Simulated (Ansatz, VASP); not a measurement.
Two plane-wave programs on In2BiSb

```
CELL_PARAMETERS angstrom
4.71290 0.00000 0.00000
0.00000 4.71290 0.00000
0.00000 0.00000 6.64201
ATOMIC_POSITIONS crystal
Sb 0.00000 0.00000 0.00000
In 0.00000 0.50000 0.75660
In 0.50000 0.00000 0.24340
Bi 0.50000 0.50000 0.50000
```

Alike in both runs: task single point; functional PBE; k mesh 6 × 6 × 4; occupations fermi-dirac, width 0.02 eV; no spin polarisation.

```csv
,VASP,Ansatz
version,VASP 6.6.1,Ansatz 0.2.0
potentials or method,"VASP PAW PBE potentials, release 64 (Sb, In_d, Bi_d)","plane waves, PAW"
plane-wave cutoff (eV),520,420
valence electrons in the cell,46,56
```

|  | VASP | Ansatz | Ansatz less VASP |
| --- | --- | --- | --- |
| pressure (GPa) | 1.4 | 1.4 | +0.03 |
| rms of the force components (eV/Å) | 0.009 | 0.008 | -0.0007 |

With one functional, cell and mesh, what is left measures potentials, basis and numerics. VASP's potentials hold 46 valence electrons a cell and Ansatz's 56, so a difference there can come from the potentials and not from the codes.

Spin-orbit coupling is off throughout.
